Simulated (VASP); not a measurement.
# WSe (F-43m) in VASP: a series of runs

Runs on WSe. Level: PBE. Tasks: single point.

Program: VASP 6.6.1. These are calculated values, not measurements. Logs are shortened: lines on timing, memory, paths and dates and some standing lists are left out, and cuts for length are marked.

## (1) The cell of the first run

Symmetry: F-43m, No. 216, cubic system. The conventional cell has a = 5.678 Å, b = 5.678 Å, c = 5.678 Å, α = 90.00°, β = 90.00°, γ = 90.00°. Within 3.2 Å of W (site symmetry -43m) lie 4 Se at 2.46 Å. Within 3.2 Å of Se (site symmetry -43m) lie 4 W at 2.46 Å.

## (2) Single point, PBE, collinear spin

INCAR reads:

```
SYSTEM = WSe
ALGO = Normal
EDIFF = 1E-7
ENCUT = 520
GGA = PE
ISIF = 2
ISMEAR = 0
ISPIN = 2
LASPH = .TRUE.
LCHARG = .FALSE.
LMAXMIX = 4
LORBIT = 11
LREAL = .FALSE.
LWAVE = .FALSE.
MAGMOM = 1.3 0.01
NBANDS = 21
NELM = 150
NUPDOWN = 2.0
PREC = Accurate
SIGMA = 0.1
```

KPOINTS reads:

```
k-points
0
G
  12 12 12
  0 0 0
```

POSCAR reads:

```
WSe
1.0
    0.0000000000      2.8388663756      2.8388663756
    2.8388663756      0.0000000000      2.8388663756
    2.8388663756      2.8388663756      0.0000000000
W Se
1 1
Direct
    0.0000000000      0.0000000000      0.0000000000
    0.2500000000      0.2500000000      0.2500000000
```

Potentials or basis: VASP PAW PBE potentials, release 64 (W_sv, Se).

On the command line:

```sh
> cat potpaw_PBE.64/W_sv/POTCAR potpaw_PBE.64/Se/POTCAR > POTCAR
> mpirun -np 1 vasp_std > vasp.out
```

OUTCAR:

```text
SYSTEM = WSe
   EDIFF = 1E-7
   ENCUT = 520
   GGA = PE
   ISIF = 2
   ISMEAR = 0
   ISPIN = 2
   LASPH = .TRUE.
   LORBIT = 11
   LREAL = .FALSE.
   NELM = 150
   NUPDOWN = 2.0
   PREC = Accurate

 ion  position               nearest neighbor table
   1  0.000  0.000  0.000-   2 2.46   2 2.46   2 2.46   2 2.46
   2  0.250  0.250  0.250-   1 2.46   1 2.46   1 2.46   1 2.46

  LATTYP: Found a face centered cubic cell.
 ALAT       =     5.6777327512

  Lattice vectors:

 A1 = (   0.0000000000,   2.8388663756,   2.8388663756)
 A2 = (   2.8388663756,   0.0000000000,   2.8388663756)
 A3 = (   2.8388663756,   2.8388663756,   0.0000000000)

Analysis of symmetry for initial positions (statically):
=====================================================================
 Subroutine PRICEL returns:
 Original cell was already a primitive cell.

 Routine SETGRP: Setting up the symmetry group for a
 face centered cubic supercell.

 Subroutine GETGRP returns: Found 24 space group operations
 (whereof 24 operations were pure point group operations)
 out of a pool of 48 trial point group operations.

The static configuration has the point symmetry T_d .

Analysis of symmetry for dynamics (positions and initial velocities):
=====================================================================
 Subroutine PRICEL returns:
 Original cell was already a primitive cell.

 Routine SETGRP: Setting up the symmetry group for a
 face centered cubic supercell.

 Subroutine GETGRP returns: Found 24 space group operations
 (whereof 24 operations were pure point group operations)
 out of a pool of 48 trial point group operations.

The dynamic configuration has the point symmetry T_d .

Analysis of structural, dynamic, and magnetic symmetry:
=====================================================================
 Subroutine PRICEL returns:
 Original cell was already a primitive cell.

 Routine SETGRP: Setting up the symmetry group for a
 face centered cubic supercell.

 Subroutine GETGRP returns: Found 24 space group operations
 (whereof 24 operations were pure point group operations)
 out of a pool of 48 trial point group operations.

The overall configuration has the point symmetry T_d .

 Subroutine INISYM returns: Found 24 space group operations
 (whereof 24 operations are pure point group operations),
 and found     1 'primitive' translations

----------------------------------------------------------------------------------------

                                     Primitive cell

  volume of cell :      45.7578

  direct lattice vectors                    reciprocal lattice vectors
     0.000000000  2.838866376  2.838866376    -0.176126641  0.176126641  0.176126641
     2.838866376  0.000000000  2.838866376     0.176126641 -0.176126641  0.176126641
     2.838866376  2.838866376  0.000000000     0.176126641  0.176126641 -0.176126641

  length of vectors
     4.014763330  4.014763330  4.014763330     0.305060291  0.305060291  0.305060291

  position of ions in fractional coordinates (direct lattice)
     0.000000000  0.000000000  0.000000000
     0.250000000  0.250000000  0.250000000

  ion indices of the primitive-cell ions
   primitive index   ion index
                 1           1
                 2           2

----------------------------------------------------------------------------------------

 KPOINTS: k-points

Automatic generation of k-mesh.
 Grid dimensions read from file:
 generate k-points for:   12   12   12

 Generating k-lattice:

  Cartesian coordinates                     Fractional coordinates (reciprocal lattice)
    -0.014677220  0.014677220  0.014677220     0.083333333  0.000000000  0.000000000
     0.014677220 -0.014677220  0.014677220     0.000000000  0.083333333  0.000000000
     0.014677220  0.014677220 -0.014677220     0.000000000  0.000000000  0.083333333

  Length of vectors
     0.025421691  0.025421691  0.025421691

  Shift w.r.t. Gamma in fractional coordinates (k-lattice)
     0.000000000  0.000000000  0.000000000

 Subroutine IBZKPT returns following result:
 ===========================================

 Found     72 irreducible k-points:

 Following reciprocal coordinates:
            Coordinates               Weight
  0.000000  0.000000  0.000000      1.000000
  0.083333  0.000000  0.000000      8.000000
  0.166667  0.000000  0.000000      8.000000
  0.250000  0.000000  0.000000      8.000000
  0.333333  0.000000  0.000000      8.000000
  0.416667  0.000000  0.000000      8.000000
[... 16 lines left out ...]
  0.500000  0.166667  0.000000     24.000000
 -0.416667  0.166667  0.000000     24.000000
 [... further k-points ...]
   k-points           NKPTS =     72   k-points in BZ     NKDIM =     72   number of bands    NBANDS=     21
   number of dos      NEDOS =    301   number of ions     NIONS =      2
   total plane-waves  NPLWV =  27000
   dimension x,y,z NGX =    30 NGY =   30 NGZ =   30
   dimension x,y,z NGXF=    60 NGYF=   60 NGZF=   60
   ions per type =               1   1
   NGX,Y,Z   is equivalent  to a cutoff of  12.42, 12.42, 12.42 a.u.
   NGXF,Y,Z  is equivalent  to a cutoff of  24.85, 24.85, 24.85 a.u.
 SYSTEM =  WSe
   PREC   = accura    normal or accurate (medium, high low for compatibility)
   ISTART =      0    job   : 0-new  1-cont  2-samecut
   ICHARG =      2    charge: 1-file 2-atom 10-const
   ISPIN  =      2    spin polarized calculation?
   LNONCOLLINEAR =      F non collinear calculations
   LSORBIT =      F    spin-orbit coupling
   LASPH  =      T    aspherical Exc in radial PAW
   ENCUT  =  520.0 eV  38.22 Ry    6.18 a.u.   7.46  7.46  7.46*2*pi/ulx,y,z
   NELM   =    150;   NELMIN=  2; NELMDL= -5     # of ELM steps
   EDIFF  = 0.1E-06   stopping-criterion for ELM
   LREAL  =      F    real-space projection
   EDIFFG = 0.1E-05   stopping-criterion for IOM
   NSW    =      0    number of steps for IOM
   IBRION =     -1    ionic relax: 0-MD 1-quasi-New 2-CG
   NFREE  =      0    steps in history (QN), initial steepest desc. (CG)
   ISIF   =      2    stress and relaxation
   ISYM   =      2    0-nonsym 1-usesym 2-fastsym
   POTIM  = 0.5000    time-step for ionic-motion
   TEBEG  =    0.0;   TEEND  =   0.0 temperature during run
   PSTRESS=    0.0 pullay stress
   NELECT =      20.0000    total number of electrons
   NUPDOWN=       2.0000    fix difference up-down
   EMIN   =  10.00;   EMAX   =-10.00  energy-range for DOS
   EFERMI =   0.00;   METHOD = LEGACY
   ISMEAR =     0;   SIGMA  =   0.10  broadening in eV -4-tet -1-fermi 0-gaus
   EFERMI_NEDOS =   21; number of points for ismear=-14 and -15
   IALGO  =     38    algorithm
   IMIX   =      4    mixing-type and parameters
     AMIX     =   0.40;   BMIX     =  1.00
     AMIX_MAG =   1.60;   BMIX_MAG =  1.00
  volume/ion in A,a.u.               =      22.88       154.39
  Fermi-wavevector in a.u.,A,eV,Ry     =   1.242405  2.347805 21.001550  1.543570
  Thomas-Fermi vector in A             =   2.376761
   LORBIT       =     11    0 simple, 1 ext, 2 COOP (PROOUT), +10 PAW based schemes
   GGA     = PE    functional components
   LHFCALC =     F    Hartree Fock is set to
   AEXX    =    0.0000 exact exchange contribution
   IVDW    =     0    specifies the selected vdW correction
   LEPSILON=     F    determine dielectric tensor
   LRPA    =     F    only Hartree local field effects (RPA)
 spin polarized calculation
 Gauss-broadening in eV      SIGMA  =   0.10
  energy-cutoff  :      520.00
  volume of cell :       45.76
 maximum number of plane-waves:      1258
 NGX is ok and might be reduce to    30
   NGX = 15   NGY = 15   NGZ = 15

 number of electron      20.0000000 magnetization       2.0000601

 Free energy of the ion-electron system (eV)
  ---------------------------------------------------
  ext. energy  EPLUGINS =         0.00000000
  ---------------------------------------------------
  free energy    TOTEN  =       -14.22596725 eV

  energy without entropy =      -14.21540570  energy(sigma->0) =      -14.22068648

 E-fermi :   5.9926     XC(G=0): -10.4083

 val. band max:        6.9201286837   @ k =  -0.4167   0.4167   0.0000
 cond. band min:       5.9946353774   @ k =  -0.3333   0.1667   0.0000
 fundamental gap:     -0.9254933062
 Fermi energy:         6.9408260012

 spin component 1

 k-point     1 :       0.0000    0.0000    0.0000
  band No.  band energies     occupation
      1     -68.3319      1.00000
      2     -32.7215      1.00000
      3     -32.7215      1.00000
      4     -32.7215      1.00000
      5      -9.3273      1.00000
      6       0.5932      1.00000
[... 13 lines left out ...]
     20      18.9397      0.00000
     21      18.9397      0.00000
[... 529 lines left out ...]
 k-point    24 :      -0.4167    0.1667    0.0000
  band No.  band energies     occupation
      1     -68.3309      1.00000
      2     -32.7615      1.00000
      3     -32.7350      1.00000
      4     -32.7295      1.00000
      5      -8.4590      1.00000
      6      -0.2656      1.00000
[... 13 lines left out ...]
     20      18.9607      0.00000
     21      21.4510      0.00000

 [... further k-points ...]

 spin component 2

 k-point     1 :       0.0000    0.0000    0.0000
  band No.  band energies     occupation
      1     -67.6473      1.00000
      2     -31.7943      1.00000
      3     -31.7943      1.00000
      4     -31.7943      1.00000
      5      -9.1802      1.00000
      6       1.0148      1.00000
[... 13 lines left out ...]
     20      19.4282      0.00000
     21      19.4282      0.00000
[... 529 lines left out ...]
 k-point    24 :      -0.4167    0.1667    0.0000
  band No.  band energies     occupation
      1     -67.6463      1.00000
      2     -31.8354      1.00000
      3     -31.8082      1.00000
      4     -31.8025      1.00000
      5      -8.3737      1.00000
      6       0.1259      1.00000
[... 13 lines left out ...]
     20      19.4828      0.00000
     21      21.9469      0.00000

 [... further k-points ...]

------------------------ aborting loop because EDIFF is reached ----------------------------------------

  FORCE on cell =-STRESS in cart. coord.  units (eV):
  Direction    XX          YY          ZZ          XY          YZ          ZX
  --------------------------------------------------------------------------------------
  -------------------------------------------------------------------------------------
  Total        0.8881060      0.8881060      0.8881060      0.0000000      0.0000000      0.0000000
  in kB       31.0964314     31.0964314     31.0964314      0.0000000      0.0000000      0.0000000
  external PRESSURE =      31.0964314 kB  Pullay stress =       0.0000000 kB

 VOLUME and BASIS-vectors are now :
 -----------------------------------------------------------------------------
  energy-cutoff  :      520.00
  volume of cell :       45.76
      direct lattice vectors                 reciprocal lattice vectors
     0.000000000  2.838866376  2.838866376    -0.176126641  0.176126641  0.176126641
     2.838866376  0.000000000  2.838866376     0.176126641 -0.176126641  0.176126641
     2.838866376  2.838866376  0.000000000     0.176126641  0.176126641 -0.176126641

 POSITION                                       TOTAL-FORCE (eV/Angst)
 -----------------------------------------------------------------------------------
      0.00000      0.00000      0.00000        -0.000000     -0.000000     -0.000000
      1.41943      1.41943      1.41943         0.000000      0.000000      0.000000
 -----------------------------------------------------------------------------------
    total drift:                                0.000000      0.000000      0.000000

  FREE ENERGIE OF THE ION-ELECTRON SYSTEM (eV)
  ---------------------------------------------------
  free  energy   TOTEN  =       -14.2259672544 eV

  energy  without entropy=      -14.2154057013  energy(sigma->0) =      -14.22068648

 total charge

# of ion       s       p       d       tot
------------------------------------------
    1        2.317   6.171   3.507  11.996
    2        1.421   2.428   0.149   3.999
--------------------------------------------------
tot          3.738   8.599   3.657  15.994

 magnetization (x)

# of ion       s       p       d       tot
------------------------------------------
    1        0.063   0.030   1.440   1.532
    2       -0.004  -0.044   0.052   0.004
--------------------------------------------------
tot          0.058  -0.014   1.492   1.537
```

Run time: 1.9 min. Hardware: 1 thread of Intel Xeon Platinum 8375C at 2.90GHz (Ice Lake), shared host; peak memory 0.26 GiB.

Results:

```
Free energy                                           : -14.2260 eV
Pressure                                              : 3.1 GPa
Net moment                                            : 2.00 μB per cell
Site moments                                          : W +1.53; Se +0.00 μB
Valence electrons inside the program's atomic spheres : W 12.00; Se 4.00
```

Caveat: the cell stands under pressure; spin-orbit coupling is left out, which moves the levels of the heavy elements; the total moment is fixed, so each spin has its own Fermi level and the state may be an excited one.

## (3) Single point, PBE, collinear spin

This run uses another cell than the first one, of 23.79 Å³/atom.

INCAR reads:

```
SYSTEM = WSe
PREC = Accurate
ENCUT = 520
EDIFF = 1E-6
ISMEAR = 0
SIGMA = 0.1
LREAL = .FALSE.
LASPH = .TRUE.
NELM = 150
ALGO = Normal
ISIF = 2
LWAVE = .FALSE.
LCHARG = .FALSE.
ISPIN = 2
MAGMOM = 1 0
LORBIT = 11
LMAXMIX = 4
GGA = PE
NBANDS = 21
```

KPOINTS reads:

```
regular mesh
0
G
  12 12 12
  0 0 0
```

POSCAR reads:

```
WSe
1.0
    0.0000000000      2.8762241646      2.8762241646
    2.8762241646      0.0000000000      2.8762241646
    2.8762241646      2.8762241646      0.0000000000
W Se
1 1
Direct
    0.0000000000      0.0000000000      0.0000000000
    0.2500000000      0.2500000000      0.2500000000
```

Potentials or basis: VASP PAW PBE potentials, release 64 (W_sv, Se).

On the command line:

```sh
> cat potpaw_PBE.64/W_sv/POTCAR potpaw_PBE.64/Se/POTCAR > POTCAR
> mpirun -np 1 vasp_std > vasp.out
```

OUTCAR:

```text
SYSTEM = WSe
   PREC = Accurate
   ENCUT = 520
   EDIFF = 1E-6
   ISMEAR = 0
   LREAL = .FALSE.
   LASPH = .TRUE.
   NELM = 150
   ISIF = 2
   ISPIN = 2
   LORBIT = 11
   GGA = PE

 ion  position               nearest neighbor table
   1  0.000  0.000  0.000-   2 2.49   2 2.49   2 2.49   2 2.49
   2  0.250  0.250  0.250-   1 2.49   1 2.49   1 2.49   1 2.49

  LATTYP: Found a face centered cubic cell.
 ALAT       =     5.7524483292

  Lattice vectors:

 A1 = (   0.0000000000,   2.8762241646,   2.8762241646)
 A2 = (   2.8762241646,   0.0000000000,   2.8762241646)
 A3 = (   2.8762241646,   2.8762241646,   0.0000000000)

Analysis of symmetry for initial positions (statically):
=====================================================================
 Subroutine PRICEL returns:
 Original cell was already a primitive cell.

 Routine SETGRP: Setting up the symmetry group for a
 face centered cubic supercell.

 Subroutine GETGRP returns: Found 24 space group operations
[... 772 lines left out ...]
      3     -32.3526      1.00000
      4     -32.3526      1.00000
      5      -9.4212      1.00000
      6       0.6958      1.00000
[... 565 lines left out ...]
     20      18.6975      0.00000
     21      21.0872      0.00000

 [... further k-points ...]

------------------------ aborting loop because EDIFF is reached ----------------------------------------

  FORCE on cell =-STRESS in cart. coord.  units (eV):
  Direction    XX          YY          ZZ          XY          YZ          ZX
  --------------------------------------------------------------------------------------
  -------------------------------------------------------------------------------------
  Total       -1.1839406     -1.1839406     -1.1839406      0.0000000     -0.0000000     -0.0000000
  in kB      -39.8604613    -39.8604613    -39.8604613      0.0000000     -0.0000000     -0.0000000
  external PRESSURE =     -39.8604613 kB  Pullay stress =       0.0000000 kB

 VOLUME and BASIS-vectors are now :
 -----------------------------------------------------------------------------
  energy-cutoff  :      520.00
  volume of cell :       47.59
      direct lattice vectors                 reciprocal lattice vectors
     0.000000000  2.876224165  2.876224165    -0.173839023  0.173839023  0.173839023
     2.876224165  0.000000000  2.876224165     0.173839023 -0.173839023  0.173839023
     2.876224165  2.876224165  0.000000000     0.173839023  0.173839023 -0.173839023

 POSITION                                       TOTAL-FORCE (eV/Angst)
 -----------------------------------------------------------------------------------
      0.00000      0.00000      0.00000        -0.000000     -0.000000     -0.000000
      1.43811      1.43811      1.43811         0.000000      0.000000      0.000000
 -----------------------------------------------------------------------------------
    total drift:                                0.000000      0.000000     -0.000000

  FREE ENERGIE OF THE ION-ELECTRON SYSTEM (eV)
  ---------------------------------------------------
  free  energy   TOTEN  =       -14.4114554039 eV

  energy  without entropy=      -14.4013216457  energy(sigma->0) =      -14.40638852

 total charge

# of ion       s       p       d       tot
------------------------------------------
    1        2.305   6.149   3.487  11.940
    2        1.416   2.395   0.143   3.953
--------------------------------------------------
tot          3.720   8.544   3.630  15.894

 magnetization (x)

# of ion       s       p       d       tot
------------------------------------------
    1        0.037   0.015   1.011   1.063
    2       -0.006  -0.039   0.028  -0.018
--------------------------------------------------
tot          0.030  -0.024   1.038   1.044
```

OSZICAR:

```text
N       E                     dE             d eps       ncg     rms          rms(c)
DAV:   1     0.152884522538E+03    0.15288E+03   -0.92269E+03  6048   0.910E+02
DAV:   2    -0.827300398286E+01   -0.16116E+03   -0.15526E+03  6808   0.275E+02
DAV:   3    -0.147144182229E+02   -0.64414E+01   -0.63649E+01  7196   0.521E+01
DAV:   4    -0.147727642716E+02   -0.58346E-01   -0.58330E-01  6723   0.551E+00
DAV:   5    -0.147734112378E+02   -0.64697E-03   -0.64696E-03  7103   0.580E-01    0.142E+01
DAV:   6    -0.143962148524E+02    0.37720E+00   -0.11626E+00  6518   0.735E+00    0.562E+00
DAV:   7    -0.143968734696E+02   -0.65862E-03   -0.67158E-02  6798   0.166E+00    0.322E+00
DAV:   8    -0.144087802354E+02   -0.11907E-01   -0.31055E-02  6613   0.103E+00    0.164E+00
DAV:   9    -0.144110510840E+02   -0.22708E-02   -0.55534E-03  7143   0.424E-01    0.231E-01
DAV:  10    -0.144113259890E+02   -0.27490E-03   -0.62593E-04  6818   0.147E-01    0.109E-01
DAV:  11    -0.144114306858E+02   -0.10470E-03   -0.11405E-04  6768   0.706E-02    0.304E-02
DAV:  12    -0.144114517281E+02   -0.21042E-04   -0.39261E-05  6813   0.412E-02    0.159E-02
DAV:  13    -0.144114553940E+02   -0.36660E-05   -0.57654E-06  6798   0.166E-02    0.607E-03
DAV:  14    -0.144114554039E+02   -0.98512E-08   -0.13592E-06  6045   0.690E-03
   1 F= -.14411455E+02 E0= -.14406389E+02  d E =-.101338E-01  mag=     1.3307
```

stdout:

```text
POSCAR found type information on POSCAR W Se
 POSCAR found :  2 types and       2 ions
 scaLAPACK will be used
 LDA part: xc-table for (Slater+PW92), standard interpolation
 POSCAR, INCAR and KPOINTS ok, starting setup
 FFT: planning ... GRIDC
 FFT: planning ... GRID_SOFT
 FFT: planning ... GRID
 WAVECAR not read
 entering main loop
```

Run time: 1.7 min. Hardware: 1 thread of Intel Xeon Platinum 8375C at 2.90GHz (Ice Lake), shared host; peak memory 0.26 GiB.

Results:

```yaml
Free_energy: -14.4115 eV
Pressure: -4.0 GPa
Net_moment: 1.33 μB per cell
Site_moments: W +1.06; Se -0.02 μB
Valence_electrons_inside_the_program's_atomic_spheres: W 11.94; Se 3.95
```

Caveat: the cell stands under tension; spin-orbit coupling is left out, which moves the levels of the heavy elements.
